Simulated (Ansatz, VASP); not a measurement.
# SiC in VASP and in Ansatz

```xyz
12
Lattice="3.0472 0.0000 0.0000 -1.5236 2.6390 0.0000 0.0000 0.0000 14.9556" Properties=species:S:1:pos:R:3 pbc="T T T"
Si    0.0000    1.7593   12.4577
Si    1.5236    0.8797    4.9799
Si    1.5236    0.8797    9.9679
Si    0.0000    1.7593    2.4901
Si    0.0000    0.0000    7.4735
Si    0.0000    0.0000   14.9513
C     0.0000    0.0000   13.0767
C     0.0000    0.0000    5.5989
C     0.0000    1.7593   10.5886
C     1.5236    0.8797    3.1108
C     1.5236    0.8797    8.0990
C     0.0000    1.7593    0.6212
```

Alike in both runs: task single point; functional r2SCAN; k mesh 9 × 9 × 2; no spin polarisation.

|  | VASP | Ansatz |
| --- | --- | --- |
| version | VASP 6.6.1 | Ansatz 0.2.0 |
| potentials or method | VASP PAW PBE potentials, release 64 (Si, C) | plane waves, PAW |
| plane-wave cutoff (eV) | 520 | 500 |
| occupations | gaussian, width 0.01 eV | fixed |
| valence electrons in the cell | 48 | 48 |

```csv
,VASP,Ansatz,Ansatz less VASP
gap on the k mesh at the Fermi level (eV),2.49,2.48,-0.011
pressure (GPa),7.1,7.4,+0.22
"traceless stress, the component that is largest in VASP (GPa)",-0.10,-0.11,-0.005
```

VASP's potentials were made for PBE, not for r2SCAN.
